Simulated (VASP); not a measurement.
Cs: single point with HSE06

Crystal: Cs.

```
Cs
1.0
     0.00000    3.88945    3.88945
     3.88945    0.00000    3.88945
     3.88945    3.88945    0.00000
Cs
1
Direct
  0.00000 0.00000 0.00000
```

This isn't the form of Cs at room conditions, which is bcc.

```
Program             : VASP 6.6.1
Task                : single point
Functional          : HSE06
Potentials or basis : VASP PAW PBE potentials, release 64 (Cs_sv)
Cutoff              : 400 eV
k mesh              : 6 × 6 × 6
Occupations         : gaussian, width 0.05 eV
Spin                : no spin polarisation
```

* Pressure: 0.1 GPa
* Band gap on the k mesh: zero (an odd number of electrons rules out a gap without spin polarisation)

Levels at points of the mesh, in eV from the Fermi level:
```csv
k point,band 3,band 4,band 5,band 6,band 7,band 8
"(0.00, 0.00, 0.00)",-11.70,-11.70,-1.86,2.84,2.84,2.84
"(0.50, 0.00, 0.00)",-11.71,-11.71,0.10,0.80,2.68,2.68
"(0.50, 0.50, 0.00)",-11.74,-11.74,0.45,1.34,1.53,4.23
```

Wall time 12 min on 1 thread of Intel(R) Xeon(R) Platinum 8375C CPU @ 2.90GHz (Ice Lake) (shared host), peak memory 0.32 GiB.

Caveat: the PAW data sets were made with another functional, which shifts forces and pressure a little; spin-orbit coupling is left out, which moves the levels of the heavy elements.
